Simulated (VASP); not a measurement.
Input of a VASP 6.6.1 run:

Contents of INCAR:

```
PREC = Accurate
ENCUT = 500
EDIFF = 1E-6
ISMEAR = 0
SIGMA = 0.25
LREAL = False
LASPH = True
NELM = 200
ALGO = Normal
ISIF = 2
LWAVE = False
LCHARG = False
GGA = PE
NBANDS = 16
GGA_COMPAT = False
LMAXMIX = 6
```

Contents of KPOINTS:

```
regular mesh
0
Gamma
  8 8 4
```

The input POSCAR:

```
NaLa
1.0
    3.6062507700      0.0000000000      0.0000000000
   -1.8031253800      3.1231047800      0.0000000000
    0.0000000000      0.0000000000      6.4837820000
Na La
1 1
Direct
    0.0000000000      0.0000000000      0.0000000000
    0.3333333333      0.6666666667      0.5000000000
```

Potentials or basis: VASP PAW PBE potentials, release 64 (Na_pv, La).

Run with:

```console
$ cat potpaw_PBE.64/Na_pv/POTCAR potpaw_PBE.64/La/POTCAR > POTCAR
$ mpirun -np 1 vasp_std > vasp.out
```

**Question.** Predict the pressure.

**Answer.** -0.2 GPa.

**Question.** Predict the band gap on the k mesh.

**Answer.** Zero (band 9 reaches 4.45 eV, above the bottom of band 10 at 3.71 eV).

Stress tensor (GPa, compression positive):
```
-0.49  0.00  0.00
 0.00 -0.49  0.00
 0.00  0.00  0.25
```

Caveat: spin-orbit coupling is left out, which moves the levels of the heavy elements.
